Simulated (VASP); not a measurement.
Here is a VASP 6.6.1 calculation.

The input INCAR:

```
SYSTEM = GaAs
PREC = Accurate ; ENCUT = 520
EDIFF = 1E-6 ; ISMEAR = 0
SIGMA = 0.05 ; LREAL = .FALSE.
LASPH = .TRUE. ; NELM = 100
ALGO = Normal ; ISIF = 2
LWAVE = .FALSE. ; LCHARG = .FALSE.
GGA = PE ; NBANDS = 16
```

The input KPOINTS:

```
regular mesh
0
G
  10 10 10
  0 0 0
```

Contents of POSCAR:

```
GaAs
1.0
    0.0000000000      2.7561787500      2.8975212500
    2.7561787500      0.0000000000      2.8975212500
    2.7561787500      2.7561787500      0.0000000000
Ga As
1 1
Direct
    0.0000000000      0.0000000000      0.0000000000
    0.7500000000      0.7500000000      0.7500000000
```

Potentials or basis: VASP PAW PBE potentials, release 64 (Ga_d, As).

Launch:

```console
$ cat potpaw_PBE.64/Ga_d/POTCAR potpaw_PBE.64/As/POTCAR > POTCAR
$ mpirun -np 1 vasp_std > vasp.out
```

Question: Estimate the band gap on the k mesh.

Answer: 0.59 eV.

Question: What does it give for the pressure?

Answer: 5.5 GPa.

Stress tensor (GPa, compression positive):
```
6.61 0.00 0.00
0.00 6.61 0.00
0.00 0.00 3.36
```

Caveat: the cell differs from its parent crystal (strain -0.025 along x and y, +0.025 along z); the cell stands under pressure. A k mesh can miss the band edges.
